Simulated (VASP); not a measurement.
# SnO (Pmmn) in VASP: single point with HSE06

Aim: the single point of SnO with HSE06.

All numbers are computed with VASP 6.6.1; they aren't measurements. Logs are shortened: lines on timing, memory, paths and dates and some standing lists are left out, and cuts for length are marked.

**1. The cell of the first run**

Symmetry: Pmmn, No. 59, orthorhombic system. The conventional cell has a = 3.684 Å, b = 3.793 Å, c = 4.758 Å, α = 90.00°, β = 90.00°, γ = 90.00°. Sn (site symmetry mm2) has 4 O at 2.19 to 2.21 Å within 2.9 Å. O (site symmetry mm2) has 4 Sn at 2.19 to 2.21 Å and 4 O at 2.64 Å within 2.9 Å.

**2. Single point, HSE06 (uniaxial x strain -2.9%)**

The input, POSCAR:

```
SnO
1.0
    3.6841790847      0.0000000000      0.0000000000
    0.0000000000      3.7926488416      0.0000000000
    0.0000000000      0.0000000000      4.7582137882
Sn O
2 2
Direct
    0.5000000000      0.0000000000      0.2446298104
    0.0000000000      0.5000000000      0.7553701896
    0.0000000000      0.0000000000     -0.0056037294
    0.5000000000      0.5000000000      0.0056037294
```

The input, INCAR.step1:

```
PREC = Accurate
ENCUT = 520
EDIFF = 1E-5
ISMEAR = -1
SIGMA = 0.02
LREAL = False
LASPH = True
NELM = 120
ALGO = Normal
ISIF = 2
LWAVE = True
LCHARG = False
NBANDS = 28
GGA = PE
GGA_COMPAT = False
KPAR = 4
```

The input, INCAR.step2:

```
PREC = Accurate
ENCUT = 520
EDIFF = 1E-6
ISMEAR = -1
SIGMA = 0.02
LREAL = False
LASPH = True
NELM = 120
ALGO = Normal
ISIF = 2
LWAVE = False
LCHARG = False
GGA = PE
LHFCALC = True
HFSCREEN = 0.2079
PRECFOCK = Normal
NBANDS = 28
ISTART = 1
GGA_COMPAT = False
KPAR = 4
```

The input, KPOINTS:

```
regular mesh
0
Gamma
  4 4 4
```

Potentials or basis: VASP PAW PBE potentials, release 64 (Sn_d, O).

The run is started by

```
> cat potpaw_PBE.64/Sn_d/POTCAR potpaw_PBE.64/O/POTCAR > POTCAR
> cp INCAR.step1 INCAR
> mpirun -np 4 vasp_std > vasp.out
> cp INCAR.step2 INCAR
> mpirun -np 4 vasp_std > vasp.out
```

OUTCAR:

```text
PREC = Accurate
   ENCUT = 520
   EDIFF = 1E-6
   ISMEAR = -1
   LREAL = False
   LASPH = True
   NELM = 120
   ISIF = 2
   GGA = PE
   LHFCALC = True
   HFSCREEN = 0.2079
   PRECFOCK = Normal
   ISTART = 1

 ion  position               nearest neighbor table
   1  0.500  0.000  0.245-   3 2.19   3 2.19   4 2.21   4 2.21   2 3.52   2 3.52   2 3.52   2 3.52
                             2 3.59   2 3.59   2 3.59   2 3.59
   2  0.000  0.500  0.755-   4 2.19   4 2.19   3 2.21   3 2.21   1 3.52   1 3.52   1 3.52   1 3.52
                             1 3.59   1 3.59   1 3.59   1 3.59
   3  0.000  0.000  0.994-   1 2.19   1 2.19   2 2.21   2 2.21
   4  0.500  0.500  0.006-   2 2.19   2 2.19   1 2.21   1 2.21

  LATTYP: Found a simple orthorhombic cell.
 ALAT       =     3.6841790847
 B/A-ratio  =     1.0294420424
 C/A-ratio  =     1.2915261932

  Lattice vectors:

 A1 = (   3.6841790847,   0.0000000000,   0.0000000000)
 A2 = (   0.0000000000,   3.7926488416,   0.0000000000)
 A3 = (   0.0000000000,   0.0000000000,   4.7582137882)

Analysis of symmetry for initial positions (statically):
=====================================================================
 Subroutine PRICEL returns:
 Original cell was already a primitive cell.

 Routine SETGRP: Setting up the symmetry group for a
 simple orthorhombic supercell.

 Subroutine GETGRP returns: Found  8 space group operations
 (whereof  4 operations were pure point group operations)
 out of a pool of  8 trial point group operations.

The static configuration has the point symmetry C_2v.
 The point group associated with its full space group is D_2h.

Analysis of symmetry for dynamics (positions and initial velocities):
=====================================================================
 Subroutine PRICEL returns:
 Original cell was already a primitive cell.

 Routine SETGRP: Setting up the symmetry group for a
 simple orthorhombic supercell.

 Subroutine GETGRP returns: Found  8 space group operations
 (whereof  4 operations were pure point group operations)
 out of a pool of  8 trial point group operations.

The dynamic configuration has the point symmetry C_2v.
 The point group associated with its full space group is D_2h.

 Subroutine INISYM returns: Found  8 space group operations
 (whereof  4 operations are pure point group operations),
 and found     1 'primitive' translations

----------------------------------------------------------------------------------------

                                     Primitive cell

  volume of cell :      66.4856

  direct lattice vectors                    reciprocal lattice vectors
     3.684179085  0.000000000  0.000000000     0.271430888  0.000000000  0.000000000
     0.000000000  3.792648842  0.000000000     0.000000000  0.263667964  0.000000000
     0.000000000  0.000000000  4.758213788     0.000000000  0.000000000  0.210162898

  length of vectors
     3.684179085  3.792648842  4.758213788     0.271430888  0.263667964  0.210162898

  position of ions in fractional coordinates (direct lattice)
     0.500000000  0.000000000  0.244629810
     0.000000000  0.500000000  0.755370190
     0.000000000  0.000000000  0.994396271
     0.500000000  0.500000000  0.005603729

  ion indices of the primitive-cell ions
   primitive index   ion index
                 1           1
                 2           2
                 3           3
                 4           4

----------------------------------------------------------------------------------------

 KPOINTS: regular mesh

Automatic generation of k-mesh.
 Grid dimensions read from file:
 generate k-points for:    4    4    4

 Generating k-lattice:

  Cartesian coordinates                     Fractional coordinates (reciprocal lattice)
     0.067857722  0.000000000  0.000000000     0.250000000  0.000000000  0.000000000
     0.000000000  0.065916991  0.000000000     0.000000000  0.250000000  0.000000000
     0.000000000  0.000000000  0.052540725     0.000000000  0.000000000  0.250000000

  Length of vectors
     0.067857722  0.065916991  0.052540725

  Shift w.r.t. Gamma in fractional coordinates (k-lattice)
     0.000000000  0.000000000  0.000000000

 Subroutine IBZKPT returns following result:
 ===========================================

 Found     27 irreducible k-points:

 Following reciprocal coordinates:
            Coordinates               Weight
  0.000000  0.000000  0.000000      1.000000
  0.250000  0.000000  0.000000      2.000000
  0.500000  0.000000  0.000000      1.000000
  0.000000  0.250000  0.000000      2.000000
  0.250000  0.250000  0.000000      4.000000
  0.500000  0.250000  0.000000      2.000000
[... 16 lines left out ...]
  0.250000  0.250000  0.500000      4.000000
  0.500000  0.250000  0.500000      2.000000
 [... further k-points ...]
   k-points           NKPTS =     27   k-points in BZ     NKDIM =     64   number of bands    NBANDS=     28
   number of dos      NEDOS =    301   number of ions     NIONS =      4
   total plane-waves  NPLWV =  28224
   dimension x,y,z NGX =    28 NGY =   28 NGZ =   36
   dimension x,y,z NGXF=    56 NGYF=   56 NGZF=   72
   ions per type =               2   2
   NGX,Y,Z   is equivalent  to a cutoff of  12.63, 12.27, 12.58 a.u.
   NGXF,Y,Z  is equivalent  to a cutoff of  25.27, 24.55, 25.16 a.u.
 SYSTEM =  unknown system
   PREC   = accura    normal or accurate (medium, high low for compatibility)
   ISTART =      1    job   : 0-new  1-cont  2-samecut
   ICHARG =      0    charge: 1-file 2-atom 10-const
   ISPIN  =      1    spin polarized calculation?
   LNONCOLLINEAR =      F non collinear calculations
   LSORBIT =      F    spin-orbit coupling
   LASPH  =      T    aspherical Exc in radial PAW
   ENCUT  =  520.0 eV  38.22 Ry    6.18 a.u.   6.85  7.05  8.85*2*pi/ulx,y,z
   NELM   =    120;   NELMIN=  2; NELMDL=  0     # of ELM steps
   EDIFF  = 0.1E-05   stopping-criterion for ELM
   LREAL  =      F    real-space projection
   EDIFFG = 0.1E-04   stopping-criterion for IOM
   NSW    =      0    number of steps for IOM
   IBRION =     -1    ionic relax: 0-MD 1-quasi-New 2-CG
   NFREE  =      0    steps in history (QN), initial steepest desc. (CG)
   ISIF   =      2    stress and relaxation
   ISYM   =      3    0-nonsym 1-usesym 2-fastsym
   POTIM  = 0.5000    time-step for ionic-motion
   TEBEG  =    0.0;   TEEND  =   0.0 temperature during run
   PSTRESS=    0.0 pullay stress
   NELECT =      40.0000    total number of electrons
   NUPDOWN=      -1.0000    fix difference up-down
   EMIN   =  10.00;   EMAX   =-10.00  energy-range for DOS
   EFERMI =   0.00;   METHOD = LEGACY
   ISMEAR =    -1;   SIGMA  =   0.02  broadening in eV -4-tet -1-fermi 0-gaus
   EFERMI_NEDOS =   21; number of points for ismear=-14 and -15
   IALGO  =     38    algorithm
   IMIX   =      1    mixing-type and parameters
     AMIX     =   0.40;   BMIX     =  1.00
     AMIX_MAG =   1.60;   BMIX_MAG =  1.00
  volume/ion in A,a.u.               =      16.62       112.17
  Fermi-wavevector in a.u.,A,eV,Ry     =   1.382035  2.611668 25.987412  1.910021
  Thomas-Fermi vector in A             =   2.506764
   LORBIT       =      0    0 simple, 1 ext, 2 COOP (PROOUT), +10 PAW based schemes
   GGA     = PE    functional components
   LHFCALC =     T    Hartree Fock is set to
   PRECFOCK=normal    Normal, Fast or Accurate (Low or Medium for compatibility)
   ENCUT4O =  -1.0   cutoff for four orbital integrals eV
   NKREDX  =     1    reduce k-point grid by
   NKREDY  =     1    reduce k-point grid by
   NKREDZ  =     1    reduce k-point grid by
   AEXX    =    0.2500 exact exchange contribution
   HFSCREEN=    0.2079 screening length (either q_TF or 0.3 A-1)
   HFSCREENC=   0.2079 screening length for correlation (either q_TF or 0.3 A-1)
   ENCUTFOCK=  -1.0 apply spherical cutoff to Coloumb kernel
   IVDW    =     0    specifies the selected vdW correction
   LEPSILON=     F    determine dielectric tensor
   LRPA    =     F    only Hartree local field effects (RPA)
 non-spin polarized calculation
  energy-cutoff  :      520.00
  volume of cell :       66.49
 maximum number of plane-waves:      1808
 NGX is ok and might be reduce to    28
  NGX = 24; NGY = 24; NGZ = 28

 number of electron      39.9999997 magnetization

 Free energy of the ion-electron system (eV)
  ---------------------------------------------------
  ext. energy  EPLUGINS =         0.00000000
  ---------------------------------------------------
  free energy    TOTEN  =       -27.95883901 eV

  energy without entropy =      -27.95797218  energy(sigma->0) =      -27.95840559

 E-fermi :   7.7588     XC(G=0):  -8.7051

 val. band max:        7.1335071122   @ k =   0.2500   0.0000   0.0000
 cond. band min:       7.7587868388   @ k =   0.5000   0.5000   0.0000
 fundamental gap:      0.6252797266
 Fermi energy:         7.7587846751

 k-point     1 :       0.0000    0.0000    0.0000
  band No.  band energies     occupation
      1     -16.8820      2.00000
      2     -16.3152      2.00000
      3     -16.2979      2.00000
      4     -16.2964      2.00000
      5     -16.2314      2.00000
      6     -16.2203      2.00000
[... 20 lines left out ...]
     27      15.0408      0.00000
     28      15.4001      0.00000

 k-point     2 :       0.2500    0.0000    0.0000
  band No.  band energies     occupation
      1     -16.8552      2.00000
      2     -16.5051      2.00000
      3     -16.2883      2.00000
      4     -16.2781      2.00000
      5     -16.2769      2.00000
      6     -16.2371      2.00000
[... 20 lines left out ...]
     27      15.4428      0.00000
     28      19.4808      0.00000

 k-point     3 :       0.5000    0.0000    0.0000
  band No.  band energies     occupation
      1     -16.7627      2.00000
      2     -16.7627      2.00000
      3     -16.2644      2.00000
      4     -16.2644      2.00000
      5     -16.2444      2.00000
      6     -16.2444      2.00000
[... 616 lines left out ...]
      3     -16.2882      2.00000
      4     -16.2763      2.00000
      5     -16.2481      2.00000
      6     -16.2244      2.00000
[... 20 lines left out ...]
     27      18.6984      0.00000
     28      19.1534      0.00000

 k-point    24 :       0.5000    0.2500    0.5000
  band No.  band energies     occupation
      1     -16.7953      2.00000
      2     -16.7953      2.00000
      3     -16.2714      2.00000
      4     -16.2714      2.00000
      5     -16.2399      2.00000
      6     -16.2399      2.00000
[... 20 lines left out ...]
     27      18.8583      0.00000
     28      18.8583      0.00000

 [... further k-points ...]

------------------------ aborting loop because EDIFF is reached ----------------------------------------

  FORCE on cell =-STRESS in cart. coord.  units (eV):
  Direction    XX          YY          ZZ          XY          YZ          ZX
  --------------------------------------------------------------------------------------
  -------------------------------------------------------------------------------------
  Total        1.5583484      1.4209903      0.7611593      0.0000000      0.0000000      0.0000000
  in kB       37.5532756     34.2432039     18.3425129      0.0000000      0.0000000      0.0000000
  external PRESSURE =      30.0463308 kB  Pullay stress =       0.0000000 kB

 VOLUME and BASIS-vectors are now :
 -----------------------------------------------------------------------------
  energy-cutoff  :      520.00
  volume of cell :       66.49
      direct lattice vectors                 reciprocal lattice vectors
     3.684179085  0.000000000  0.000000000     0.271430888  0.000000000  0.000000000
     0.000000000  3.792648842  0.000000000     0.000000000  0.263667964  0.000000000
     0.000000000  0.000000000  4.758213788     0.000000000  0.000000000  0.210162898

 POSITION                                       TOTAL-FORCE (eV/Angst)
 -----------------------------------------------------------------------------------
      1.84209      0.00000      1.16400         0.000000      0.000000      0.037859
      0.00000      1.89632      3.59421         0.000000      0.000000     -0.037859
      0.00000      0.00000      4.73155         0.000000      0.000000      0.011143
      1.84209      1.89632      0.02666         0.000000      0.000000     -0.011143
 -----------------------------------------------------------------------------------
    total drift:                                0.000000      0.000001     -0.000001

  FREE ENERGIE OF THE ION-ELECTRON SYSTEM (eV)
  ---------------------------------------------------
  free  energy   TOTEN  =       -27.9588390108 eV

  energy  without entropy=      -27.9579721781  energy(sigma->0) =      -27.95840559
```

Wall time 1.7 h (4 MPI ranks of AMD EPYC, shared host); peak memory 0.3 GiB.

What came out:

| Property | Result |
| --- | --- |
| Free energy | -27.9588 eV |
| Pressure | 3.0 GPa |
| Largest force | 0.038 eV/Å |
| Band gap on the k mesh | zero (bands 20 and 21 overlap by 0.19 eV) |

Forces on the atoms (eV/Å):
```
Sn   0.000  0.000  0.038
Sn   0.000  0.000 -0.038
O    0.000  0.000  0.011
O    0.000  0.000 -0.011
```

Caveat: the k points lie up to 0.43 Å⁻¹ apart; the cell differs from its parent crystal (uniaxial x strain -2.9%); the PAW data sets were made with another functional, which shifts forces and pressure a little; spin-orbit coupling is left out, which moves the levels of the heavy elements.

The gap in the log of VASP goes by the Fermi energy; the results here count the filled bands.